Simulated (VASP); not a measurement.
# ZrBr5 (P-62m) in VASP: further runs

The runs below take ZrBr5 through relaxation of cell and atoms, single point, with PBE.

Program: VASP 6.6.1. These are calculated values, not measurements. Logs are shortened: lines on timing, memory, paths and dates and some standing lists are left out, and cuts for length are marked.

## 1. The cell of the first run

Symmetry: P-62m, No. 189, hexagonal system. The conventional cell has a = 9.001 Å, b = 9.001 Å, c = 3.286 Å, α = 90.00°, β = 90.00°, γ = 120.00°. Zr (site symmetry -62m) has 6 Br at 2.64 Å and 2 Zr at 3.29 Å within 3.5 Å. Within 3.6 Å of Br (site symmetry m2m) lie 2 Zr at 2.64 Å and 4 Br at 3.29 to 3.59 Å. Br (site symmetry -6) has 8 Br at 3.29 to 3.92 Å within 4.3 Å.

The cell was generated, and may not be a known phase.

## 2. Relaxation of cell and atoms, PBE

INCAR

```
ALGO     = Normal         # electronic algorithm
EDIFF    = 1E-6           # SCF threshold, eV
EDIFFG   = -0.04          # ionic threshold
ENCUT    = 600            # plane-wave cutoff, eV
GGA      = PE             # functional
IBRION   = 2              # ionic algorithm
ISIF     = 3              # what is computed and relaxed
ISMEAR   = 0              # smearing method
LASPH    = True           # aspherical terms in the spheres
LCHARG   = False          # write CHGCAR
LREAL    = False          # projectors in reciprocal space
LWAVE    = False          # write WAVECAR
NELM     = 80             # most SCF steps
NSW      = 90             # ionic steps
PREC     = Accurate       # precision mode
SIGMA    = 0.1            # smearing width, eV
```

KPOINTS

```
k-points
0
Gamma
  3 3 6
```

POSCAR

```
ZrBr5
1.0
    9.0014362582      0.0000000000      0.0000000000
   -4.5007181291      7.7954724702      0.0000000000
    0.0000000000      0.0000000000      3.2858371012
Zr Br
1 5
Direct
    0.0000000000      0.0000000000      0.5000000000
    0.0000000000      0.7697428765      0.0000000000
    0.7697428765      0.0000000000      0.0000000000
    0.2302571235      0.2302571235      0.0000000000
    0.6666666667      0.3333333333      0.5000000000
    0.3333333333      0.6666666667      0.5000000000
```

Potentials or basis: VASP PAW PBE potentials, release 64 (Zr_sv, Br).

Launch:

```sh
cat potpaw_PBE.64/Zr_sv/POTCAR potpaw_PBE.64/Br/POTCAR > POTCAR
mpirun -np 1 vasp_std > vasp.out
```

OUTCAR:

```text
EDIFF = 1E-6
   EDIFFG = -0.04
   ENCUT = 600
   GGA = PE
   IBRION = 2
   ISIF = 3
   ISMEAR = 0
   LASPH = True
   LREAL = False
   NELM = 80
   NSW = 90
   PREC = Accurate

 ion  position               nearest neighbor table
   1  0.000  0.000  0.500-   3 2.64   3 2.64   4 2.64   2 2.64   2 2.64   4 2.64
   2  0.000  0.770  0.000-   1 2.64   1 2.64
   3  0.770  0.000  0.000-   1 2.64   1 2.64
   4  0.230  0.230  0.000-   1 2.64   1 2.64
   5  0.667  0.333  0.500-
   6  0.333  0.667  0.500-

  LATTYP: Found a hexagonal cell.
 ALAT       =     9.0014362582
 C/A-ratio  =     0.3650347574

  Lattice vectors:

 A1 = (   9.0014362582,   0.0000000000,   0.0000000000)
 A2 = (  -4.5007181291,   7.7954724702,   0.0000000000)
 A3 = (   0.0000000000,   0.0000000000,   3.2858371012)

Analysis of symmetry for initial positions (statically):
=====================================================================
 Subroutine PRICEL returns:
 Original cell was already a primitive cell.

 Routine SETGRP: Setting up the symmetry group for a
 hexagonal supercell.

 Subroutine GETGRP returns: Found 12 space group operations
 (whereof 12 operations were pure point group operations)
 out of a pool of 24 trial point group operations.

The static configuration has the point symmetry D_3h.

Analysis of symmetry for dynamics (positions and initial velocities):
=====================================================================
 Subroutine PRICEL returns:
 Original cell was already a primitive cell.

 Routine SETGRP: Setting up the symmetry group for a
 hexagonal supercell.

 Subroutine GETGRP returns: Found 12 space group operations
 (whereof 12 operations were pure point group operations)
 out of a pool of 24 trial point group operations.

The dynamic configuration has the point symmetry D_3h.

 Subroutine INISYM returns: Found 12 space group operations
 (whereof 12 operations are pure point group operations),
 and found     1 'primitive' translations

----------------------------------------------------------------------------------------

                                     Primitive cell

  volume of cell :     230.5687

  direct lattice vectors                    reciprocal lattice vectors
     9.001436258  0.000000000  0.000000000     0.111093382  0.064139794  0.000000000
    -4.500718129  7.795472470  0.000000000     0.000000000  0.128279588  0.000000000
     0.000000000  0.000000000  3.285837101     0.000000000  0.000000000  0.304336450

  length of vectors
     9.001436258  9.001436258  3.285837101     0.128279588  0.128279588  0.304336450

  position of ions in fractional coordinates (direct lattice)
     0.000000000  0.000000000  0.500000000
     1.000000000  0.769742876  0.000000000
     0.769742876  0.000000000  0.000000000
     0.230257124  0.230257124  0.000000000
     0.666666667  0.333333333  0.500000000
     0.333333333  0.666666667  0.500000000

  ion indices of the primitive-cell ions
   primitive index   ion index
                 1           1
                 2           2
                 3           3
                 4           4
                 5           5
                 6           6

----------------------------------------------------------------------------------------

 KPOINTS: k-points

Automatic generation of k-mesh.
 Grid dimensions read from file:
 generate k-points for:    3    3    6

 Generating k-lattice:

  Cartesian coordinates                     Fractional coordinates (reciprocal lattice)
     0.037031127  0.021379931  0.000000000     0.333333333 -0.000000000  0.000000000
     0.000000000  0.042759863  0.000000000     0.000000000  0.333333333  0.000000000
     0.000000000  0.000000000  0.050722742     0.000000000  0.000000000  0.166666667

  Length of vectors
     0.042759863  0.042759863  0.050722742

  Shift w.r.t. Gamma in fractional coordinates (k-lattice)
     0.000000000  0.000000000  0.000000000

 Subroutine IBZKPT returns following result:
 ===========================================

 Found     12 irreducible k-points:

 Following reciprocal coordinates:
            Coordinates               Weight
  0.000000  0.000000  0.000000      1.000000
  0.333333  0.000000  0.000000      6.000000
  0.333333  0.333333  0.000000      2.000000
  0.000000  0.000000  0.166667      2.000000
  0.333333  0.000000  0.166667     12.000000
  0.333333  0.333333  0.166667      4.000000
  0.000000  0.000000  0.333333      2.000000
  0.333333  0.000000  0.333333     12.000000
  0.333333  0.333333  0.333333      4.000000
  0.000000  0.000000  0.500000      1.000000
  0.333333  0.000000  0.500000      6.000000
  0.333333  0.333333  0.500000      2.000000
   k-points           NKPTS =     12   k-points in BZ     NKDIM =     12   number of bands    NBANDS=     28
   number of dos      NEDOS =    301   number of ions     NIONS =      6
   total plane-waves  NPLWV = 145152
   dimension x,y,z NGX =    72 NGY =   72 NGZ =   28
   dimension x,y,z NGXF=   144 NGYF=  144 NGZF=   56
   ions per type =               1   5
   NGX,Y,Z   is equivalent  to a cutoff of  13.30, 13.30, 14.17 a.u.
   NGXF,Y,Z  is equivalent  to a cutoff of  26.60, 26.60, 28.33 a.u.
 SYSTEM =  unknown system
   PREC   = accura    normal or accurate (medium, high low for compatibility)
   ISTART =      0    job   : 0-new  1-cont  2-samecut
   ICHARG =      2    charge: 1-file 2-atom 10-const
   ISPIN  =      1    spin polarized calculation?
   LNONCOLLINEAR =      F non collinear calculations
   LSORBIT =      F    spin-orbit coupling
   LASPH  =      T    aspherical Exc in radial PAW
   ENCUT  =  600.0 eV  44.10 Ry    6.64 a.u.  17.98 17.98  6.56*2*pi/ulx,y,z
   NELM   =     80;   NELMIN=  2; NELMDL= -5     # of ELM steps
   EDIFF  = 0.1E-05   stopping-criterion for ELM
   LREAL  =      F    real-space projection
   EDIFFG = -.4E-01   stopping-criterion for IOM
   NSW    =     90    number of steps for IOM
   IBRION =      2    ionic relax: 0-MD 1-quasi-New 2-CG
   NFREE  =      1    steps in history (QN), initial steepest desc. (CG)
   ISIF   =      3    stress and relaxation
   ISYM   =      2    0-nonsym 1-usesym 2-fastsym
   POTIM  = 0.5000    time-step for ionic-motion
   TEBEG  =    0.0;   TEEND  =   0.0 temperature during run
   PSTRESS=    0.0 pullay stress
   NELECT =      47.0000    total number of electrons
   NUPDOWN=      -1.0000    fix difference up-down
   EMIN   =  10.00;   EMAX   =-10.00  energy-range for DOS
   EFERMI =   0.00;   METHOD = LEGACY
   ISMEAR =     0;   SIGMA  =   0.10  broadening in eV -4-tet -1-fermi 0-gaus
   EFERMI_NEDOS =   21; number of points for ismear=-14 and -15
   IALGO  =     38    algorithm
   IMIX   =      4    mixing-type and parameters
     AMIX     =   0.40;   BMIX     =  1.00
     AMIX_MAG =   1.60;   BMIX_MAG =  1.00
  volume/ion in A,a.u.               =      38.43       259.33
  Fermi-wavevector in a.u.,A,eV,Ry     =   0.963476  1.820705 12.630086  0.928285
  Thomas-Fermi vector in A             =   2.093024
   LORBIT       =      0    0 simple, 1 ext, 2 COOP (PROOUT), +10 PAW based schemes
   GGA     = PE    functional components
   LHFCALC =     F    Hartree Fock is set to
   AEXX    =    0.0000 exact exchange contribution
   IVDW    =     0    specifies the selected vdW correction
   LEPSILON=     F    determine dielectric tensor
   LRPA    =     F    only Hartree local field effects (RPA)
 conjugate gradient relaxation of ions
 non-spin polarized calculation
 Gauss-broadening in eV      SIGMA  =   0.10
  energy-cutoff  :      600.00
  volume of cell :      230.57
 maximum number of plane-waves:      7728
 NGX is ok and might be reduce to    72
   NGX = 35   NGY = 35   NGZ = 13

--------------------------------------- Ionic step        1  -------------------------------------------

 number of electron      47.0000004 magnetization

 Free energy of the ion-electron system (eV)
  ---------------------------------------------------
  ext. energy  EPLUGINS =         0.00000000
  ---------------------------------------------------
  free energy    TOTEN  =       -21.57847487 eV

  energy without entropy =      -21.53771466  energy(sigma->0) =      -21.55809477

------------------------ aborting loop because EDIFF is reached ----------------------------------------

  FORCE on cell =-STRESS in cart. coord.  units (eV):
  Direction    XX          YY          ZZ          XY          YZ          ZX
  --------------------------------------------------------------------------------------
  -------------------------------------------------------------------------------------
  Total        0.2179894      0.2179894      0.5313289      0.0000000     -0.0000000      0.0000000
  in kB        1.5147663      1.5147663      3.6921022      0.0000000     -0.0000000      0.0000000
  external PRESSURE =       2.2405449 kB  Pullay stress =       0.0000000 kB

 VOLUME and BASIS-vectors are now :
 -----------------------------------------------------------------------------
  energy-cutoff  :      600.00
  volume of cell :      230.57
      direct lattice vectors                 reciprocal lattice vectors
     9.001436258  0.000000000  0.000000000     0.111093382  0.064139794  0.000000000
    -4.500718129  7.795472470  0.000000000     0.000000000  0.128279588  0.000000000
     0.000000000  0.000000000  3.285837101     0.000000000  0.000000000  0.304336450
[... 41 lines left out ...]
 POSITION                                       TOTAL-FORCE (eV/Angst)
 -----------------------------------------------------------------------------------
      9.01721     -0.00000      1.64994        -0.000000     -0.000000      0.000000
     -3.46890      6.00831     -0.00000        -0.025869      0.044806     -0.000000
      2.42919      7.80914     -0.00000         0.051738     -0.000000      0.000000
      1.03971      1.80083      3.29987        -0.025869     -0.044806      0.000000
      4.50861      2.60305      1.64994        -0.000000      0.000000      0.000000
     -0.00000      5.20609      1.64994        -0.000000      0.000000      0.000000
 -----------------------------------------------------------------------------------
    total drift:                                0.000000      0.000000     -0.000000

  FREE ENERGIE OF THE ION-ELECTRON SYSTEM (eV)
  ---------------------------------------------------
  free  energy   TOTEN  =       -21.5793365181 eV

  energy  without entropy=      -21.5378639401  energy(sigma->0) =      -21.55860023

--------------------------------------- Ionic step        3  -------------------------------------------

 number of electron      47.0000002 magnetization

 Free energy of the ion-electron system (eV)
  ---------------------------------------------------
  ext. energy  EPLUGINS =         0.00000000
  ---------------------------------------------------
  free energy    TOTEN  =       -21.57966172 eV

  energy without entropy =      -21.53843395  energy(sigma->0) =      -21.55904784

 E-fermi :  -0.2414     XC(G=0):  -7.2719

 val. band max:       -0.2456634889   @ k =   0.3333   0.3333   0.1667
 cond. band min:      -0.2354306107   @ k =   0.3333   0.0000   0.1667
 fundamental gap:      0.0102328782
 Fermi energy:        -0.2413505326

 k-point     1 :       0.0000    0.0000    0.0000
  band No.  band energies     occupation
      1     -50.0966      2.00000
      2     -28.2042      2.00000
      3     -28.2042      2.00000
      4     -27.8363      2.00000
      5     -15.8874      2.00000
      6     -15.4118      2.00000
[... 20 lines left out ...]
     27       1.9346      0.00000
[... 362 lines left out ...]
 POSITION                                       TOTAL-FORCE (eV/Angst)
 -----------------------------------------------------------------------------------
     -0.00000     -0.00000      1.64751         0.000000     -0.000000      0.000000
      5.54442      6.00561     -0.00000        -0.006004      0.010399     -0.000000
      6.93468     -0.00000      0.00000         0.012007      0.000000     -0.000000
      1.03854      1.79880     -0.00000        -0.006004     -0.010399      0.000000
      4.50588      2.60147      1.64751         0.000000      0.000000      0.000000
     -0.00000      5.20294      1.64751         0.000000      0.000000      0.000000
 -----------------------------------------------------------------------------------
    total drift:                                0.000000      0.000000     -0.000000

  FREE ENERGIE OF THE ION-ELECTRON SYSTEM (eV)
  ---------------------------------------------------
  free  energy   TOTEN  =       -21.5796617200 eV

  energy  without entropy=      -21.5384339504  energy(sigma->0) =      -21.55904784

 reached required accuracy - stopping structural energy minimisation
```

Run time: 2.5 min. Hardware: 1 thread of Intel Xeon 6975P-C (Granite Rapids), shared host; peak memory 0.43 GiB.

What came out:

* Free energy: -21.5797 eV
* Relaxed volume: 38.62 Å³/atom
* Relaxed cell: a = 9.012 Å, b = 9.012 Å, c = 3.295 Å, α = 90.00°, β = 90.00°, γ = 120.00°
* Space group after relaxing (to 0.1 Å): P-62m (No. 189)
* Energy gained by relaxing: 0.2 meV/atom
* Ionic steps: 3
* Pressure after relaxing: 0.0 GPa
* Largest force after relaxing: 0.012 eV/Å
* Band gap on the k mesh: zero (an odd number of electrons rules out a gap without spin polarisation)

Forces in eV/Å, atoms in the order of the input:
```
Zr   0.000  0.000  0.000
Br  -0.006  0.010  0.000
Br   0.012  0.000  0.000
Br  -0.006 -0.010  0.000
Br   0.000  0.000  0.000
Br   0.000  0.000  0.000
```

The path:
```
step  energy change (eV)  largest force (eV/Å)  pressure (GPa)  volume (Å³)
   1              0.0000                0.0650            0.22       230.57
   2             -0.0009                0.0517           -0.12       232.37
   3             -0.0012                0.0120            0.00       231.74
```

Final structure:
```
Zr Br
1.0
     9.01176    0.00000    0.00000
    -4.50588    7.80442    0.00000
     0.00000    0.00000    3.29503
Zr Br
1 5
Direct
  0.00000 0.00000 0.50000
  0.00000 0.76951 0.00000
  0.76951 0.00000 0.00000
  0.23049 0.23049 0.00000
  0.66667 0.33333 0.50000
  0.33333 0.66667 0.50000
```

Levels at points of the mesh, in eV from the Fermi level:
| k point | band 22 | band 23 | band 24 | band 25 | band 26 | band 27 |
| --- | --- | --- | --- | --- | --- | --- |
| (0.00, 0.00, 0.00) | -0.70 | -0.22 | 1.06 | 1.06 | 2.18 | 2.18 |
| (0.00, 0.00, 0.50) | -0.24 | -0.13 | -0.13 | 1.53 | 1.53 | 3.33 |

Caveat: an odd number of electrons without spin polarisation forces a metal; a magnetic or distorted state may lie lower.

## 3. Single point, PBE, collinear spin

This run uses another cell than the first one, of 38.63 Å³/atom.

INCAR

```
SYSTEM = ZrBr5
PREC = Accurate ; ENCUT = 520
EDIFF = 1E-6 ; ISMEAR = 0
SIGMA = 0.1 ; LREAL = .FALSE.
LASPH = .TRUE. ; NELM = 150
ALGO = Normal ; ISIF = 2
LWAVE = .FALSE. ; LCHARG = .TRUE.
ISPIN = 2 ; MAGMOM = 1 0 0 0 0 0
LORBIT = 11 ; LMAXMIX = 4
GGA = PE ; LELF = .TRUE.
LVHAR = .TRUE. ; NBANDS = 36
```

KPOINTS

```
Automatic mesh
0
G
  3 3 6
  0 0 0
```

POSCAR

```
ZrBr5
1.0
    9.0045110923      0.0000000000      0.0000000000
   -4.5022555461      7.7981353546      0.0000000000
    0.0000000000      0.0000000000      3.3012510397
Zr Br
1 5
Direct
    0.0000000000      0.0000000000      0.5000000000
    0.0000000000      0.7697764108      0.0000000000
    0.7697764108      0.0000000000      0.0000000000
    0.2302235892      0.2302235892      0.0000000000
    0.6666666667      0.3333333333      0.5000000000
    0.3333333333      0.6666666667      0.5000000000
```

Potentials or basis: VASP PAW PBE potentials, release 64 (Zr_sv, Br).

Launch:

```sh
cat potpaw_PBE.64/Zr_sv/POTCAR potpaw_PBE.64/Br/POTCAR > POTCAR
mpirun -np 1 vasp_std > vasp.out
```

Wall time 2.7 min (1 thread of Intel Xeon 6975P-C (Granite Rapids), shared host); peak memory 0.54 GiB.

The run converged. Its results:

- Free energy: -21.6349 eV
- Pressure: 0.0 GPa
- Largest force: 0.024 eV/Å
- Net moment: -0.67 μB per cell
- Site moments: Zr +0.00; Br -0.00, -0.24 (each value once) μB
- Valence electrons inside the program's atomic spheres: Zr 9.68; Br 4.88, 4.72 (each value once)

Forces in eV/Å, atoms in the order of the input:
```
Zr   0.000  0.000  0.000
Br   0.012 -0.020  0.000
Br  -0.024  0.000  0.000
Br   0.012  0.020  0.000
Br   0.000  0.000  0.000
Br   0.000  0.000  0.000
```

Stress tensor (GPa, compression positive):
```
 0.07  0.00  0.00
 0.00  0.07  0.00
 0.00  0.00 -0.10
```

Levels at points of the mesh, in eV from the Fermi level:
Spin up:
| k point | band 19 | band 20 | band 21 | band 22 | band 23 | band 24 | band 25 | band 26 | band 27 | band 28 |
| --- | --- | --- | --- | --- | --- | --- | --- | --- | --- | --- |
| (0.00, 0.00, 0.00) | -0.82 | -0.82 | -0.71 | -0.71 | -0.28 | 1.25 | 1.25 | 2.10 | 2.10 | 3.19 |
| (0.00, 0.00, 0.50) | -2.07 | -1.52 | -0.28 | -0.28 | -0.16 | -0.16 | 1.45 | 1.45 | 3.24 | 3.66 |
Spin down:
```tsv
k point	band 21	band 22	band 23	band 24	band 25	band 26	band 27	band 28
(0.00, 0.00, 0.00)	-0.84	-0.84	-0.28	0.65	0.65	2.10	2.10	3.19
(0.00, 0.00, 0.50)	-0.40	-0.40	-0.28	-0.28	1.45	1.45	3.25	3.66
```

Caveat: a moment this small can come from the mesh or the smearing.

The gap in the log of VASP goes by the Fermi energy; the results here count the filled bands.